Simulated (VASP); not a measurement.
Pt: single point with r2SCAN

Pt:

```
CELL_PARAMETERS angstrom
0.00000 2.84072 2.84072
2.84072 0.00000 2.84072
2.84072 2.84072 0.00000
ATOMIC_POSITIONS crystal
Pt 0.00000 0.00000 0.00000
Pt 0.25000 0.25000 0.25000
```

* Program: VASP 6.6.1
* Task: single point
* Functional: r2SCAN
* Potentials or basis: VASP PAW PBE potentials, release 64 (Pt)
* Cutoff: 520 eV
* k mesh: 12 × 12 × 12
* Occupations: fermi-dirac, width 0.05 eV
* Spin: no spin polarisation
* Dipole correction: no
* Further INCAR settings: ALGO = Normal; EDIFF = 1e-07; NBANDS = 17

| Item | Value |
| --- | --- |
| Pressure | 2.9 GPa |
| Band gap on the k mesh | zero (band 10 reaches 5.69 eV, above the bottom of band 11 at 5.01 eV) |

Levels at points of the mesh, in eV from the Fermi level:
```
           k point  band 6  band 7  band 8  band 9  band 10  band 11  band 12  band 13  band 14  band 15
(0.00, 0.00, 0.00)   -4.78   -2.05   -2.05   -2.05    -0.12    -0.12    11.21    11.23    12.45    12.45
(0.50, 0.00, 0.00)   -4.62   -1.55   -1.55   -1.46    -0.46    -0.46     0.83     8.53     8.53    10.38
(0.50, 0.50, 0.00)   -3.67   -2.77   -2.77   -0.17    -0.17     1.41     1.41     4.09     4.09     9.98
```

It took 4 min on 1 thread of AMD EPYC 7R13 Processor (Zen 3) (shared host), peak memory 0.17 GiB.

Caveat: the PAW data sets were made with another functional, which shifts forces and pressure a little; spin-orbit coupling is left out, which moves the levels of the heavy elements.
